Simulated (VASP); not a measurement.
Here is a VASP 6.6.1 calculation.

File INCAR:

```
SYSTEM = NaF
PREC     = Accurate       ! precision mode
ENCUT    = 520            ! plane-wave cutoff, eV
EDIFF    = 1E-6           ! SCF threshold, eV
ISMEAR   = -1             ! smearing method
SIGMA    = 0.05           ! smearing width, eV
LREAL    = .False.        ! projectors in reciprocal space
LASPH    = .True.         ! aspherical terms in the spheres
NELM     = 100            ! most SCF steps
ALGO     = Normal         ! electronic algorithm
ISIF     = 2              ! what is computed and relaxed
LWAVE    = .False.        ! write WAVECAR
LCHARG   = .False.        ! write CHGCAR
GGA      = RP             ! functional
NBANDS   = 14             ! bands
```

File KPOINTS:

```
Automatic mesh
0
Gamma
  6 6 6
  0 0 0
```

File POSCAR:

```
NaF
1.0
    0.0000000000      2.3200000000      2.3200000000
    2.3200000000      0.0000000000      2.3200000000
    2.3200000000      2.3200000000      0.0000000000
Na F
1 1
Direct
    0.0000000000      0.0000000000      0.0000000000
    0.5000000000      0.5000000000      0.5000000000
```

Potentials or basis: VASP PAW PBE potentials, release 64 (Na_pv, F).

Run with:

```bash
$ cat potpaw_PBE.64/Na_pv/POTCAR potpaw_PBE.64/F/POTCAR > POTCAR
$ mpirun -np 1 vasp_std > vasp.out
```

**Question.** Estimate the band gap on the k mesh.

**Answer.** 6.60 eV.

**Question.** Estimate the pressure.

**Answer.** 5.4 GPa.

Caveat: the cell stands under pressure; the PAW data sets were made with another functional, which shifts forces and pressure a little. RPBE gaps usually lie below the measured ones, often by a third to a half.
